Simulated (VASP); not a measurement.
## Al2O3: electric field gradients with PBE

Al2O3:

```
Al O
1.0
     4.79305    0.00000    0.00000
    -2.39653    4.15090    0.00000
     0.00000    0.00000    8.96665
Al O
8 12
Direct
  0.33333 0.66667 0.96282
  0.33333 0.66667 0.25000
  0.00000 0.00000 0.00000
  0.00000 0.00000 0.50000
  0.33333 0.66667 0.53718
  0.66667 0.33333 0.03718
  0.66667 0.33333 0.75000
  0.66667 0.33333 0.46282
  0.03182 0.67665 0.11196
  0.96818 0.64482 0.61196
  0.03182 0.35518 0.38804
  0.96818 0.32335 0.88804
  0.32335 0.35518 0.11196
  0.35518 0.32335 0.61196
  0.32335 0.96818 0.38804
  0.35518 0.03182 0.88804
  0.64482 0.67665 0.38804
  0.67665 0.64482 0.88804
  0.64482 0.96818 0.11196
  0.67665 0.03182 0.61196
```

```json
{
  "Program": "VASP 6.6.1",
  "Task": "electric field gradients",
  "Functional": "PBE",
  "Potentials or basis": "VASP PAW PBE potentials, release 64 (Al, O)",
  "Cutoff": "520 eV",
  "k mesh": "6 × 6 × 3, shifted",
  "Occupations": "fermi-dirac, width 0.02 eV",
  "Spin": "no spin polarisation",
  "Dipole correction": "no",
  "Further INCAR settings": "LREAL = Auto; ALGO = Normal; EDIFF = 1e-08; NBANDS = 64; ISYM = 0"
}
```

```json
{
 "Pressure": "7.9 GPa",
 "Largest force": "0.257 eV/Å",
 "Band gap on the k mesh": "6.20 eV, direct"
}
```

Forces on the atoms (eV/Å):
```
Al   0.000  0.000 -0.069
Al   0.000  0.000  0.000
Al   0.000  0.000  0.000
Al   0.000  0.000  0.000
Al   0.000  0.000  0.069
Al   0.000  0.000  0.069
Al   0.000  0.000  0.000
Al   0.000  0.000 -0.069
O   -0.064  0.064  0.241
O   -0.023  0.087  0.241
O    0.023 -0.087 -0.241
O    0.064 -0.064 -0.241
O   -0.023 -0.087  0.241
O   -0.064 -0.064  0.241
O   -0.087  0.024 -0.241
O   -0.087 -0.024 -0.241
O    0.064  0.064 -0.241
O    0.023  0.087 -0.241
O    0.087  0.024  0.241
O    0.087 -0.024  0.241
```

Stress tensor (GPa, compression positive):
```
8.05 0.00 0.00
0.00 8.05 0.00
0.00 0.00 7.69
```

Levels at points of the mesh, in eV from the valence-band top:
| k point | band 46 | band 47 | band 48 | band 49 | band 50 | band 51 |
| --- | --- | --- | --- | --- | --- | --- |
| (0.08, 0.08, 0.17) | -0.10 | -0.08 | -0.05 | 6.47 | 8.08 | 8.89 |

Electric field gradients, principal values (V/Å²):
| atom | least | middle | greatest (by size) |
| --- | --- | --- | --- |
| 1 Al | -9.505 | -9.505 | 19.009 |
| 2 Al | 7.029 | 7.029 | -14.059 |
| 3 Al | -4.475 | -4.475 | 8.950 |
| 4 Al | -4.475 | -4.475 | 8.950 |
| 5 Al | -9.505 | -9.505 | 19.009 |
| 6 Al | -9.505 | -9.505 | 19.009 |
| 7 Al | 7.029 | 7.029 | -14.059 |
| 8 Al | -9.505 | -9.505 | 19.009 |
| 9 O | 4.416 | 26.775 | -31.191 |
| 10 O | 4.419 | 26.773 | -31.192 |
| 11 O | 4.419 | 26.773 | -31.192 |
| 12 O | 4.416 | 26.775 | -31.191 |
| 13 O | 4.418 | 26.774 | -31.193 |
| 14 O | 4.418 | 26.774 | -31.193 |
| 15 O | 4.416 | 26.775 | -31.191 |
| 16 O | 4.419 | 26.773 | -31.192 |
| 17 O | 4.418 | 26.774 | -31.193 |
| 18 O | 4.418 | 26.774 | -31.193 |
| 19 O | 4.419 | 26.773 | -31.192 |
| 20 O | 4.416 | 26.775 | -31.191 |

It took 32 min on 1 thread of Intel(R) Xeon(R) Platinum 8488C (Sapphire Rapids) (shared host), peak memory 1 GiB.

Caveat: without QUAD_EFG the Cq values of the log hold for a quadrupole moment of 1 mb, not for the nuclei. A hybrid or GW would open this gap; PBE tends to underestimate it.
